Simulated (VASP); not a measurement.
Write the native input for VASP 6.6.1 that does the following.

```yaml
Task: single point
Functional: LDA
Potentials_or_basis: VASP PAW LDA potentials, release 64 (Cu)
Cutoff: 520 eV
k_mesh: 15 × 15 × 15
Occupations: fermi-dirac, width 0.3 eV
Spin: no spin polarisation
Dipole_correction: no
Further_INCAR_settings: ALGO = Normal; EDIFF = 1e-06; NBANDS = 12
```

The structure of Cu lies in POSCAR:

```
Cu
1.0
    0.0000000000      1.7588202533      1.7588202533
    1.7588202533      0.0000000000      1.7588202533
    1.7588202533      1.7588202533      0.0000000000
Cu
1
Direct
    0.0000000000      0.0000000000      0.0000000000
```

The input as run:

INCAR

```
ALGO = Normal ; EDIFF = 1E-6
ENCUT = 520 ; ISIF = 2
ISMEAR = -1 ; LASPH = T
LCHARG = T ; LELF = T
LREAL = F ; LVHAR = T
LWAVE = F ; NBANDS = 12
NELM = 60 ; PREC = Accurate
SIGMA = 0.3
```

KPOINTS

```
k-points
0
Gamma
  15 15 15
```

Potentials or basis: VASP PAW LDA potentials, release 64 (Cu).

Run with:

```sh
$ cat potpaw_LDA.64/Cu/POTCAR > POTCAR
$ mpirun -np 1 vasp_std > vasp.out
```

It gave:

```json
{
 "Pressure": "1.4 GPa"
}
```

Run time: 8.1 s on 1 thread of Intel Xeon 6975P-C, on a shared host, peak memory 0.12 GiB.
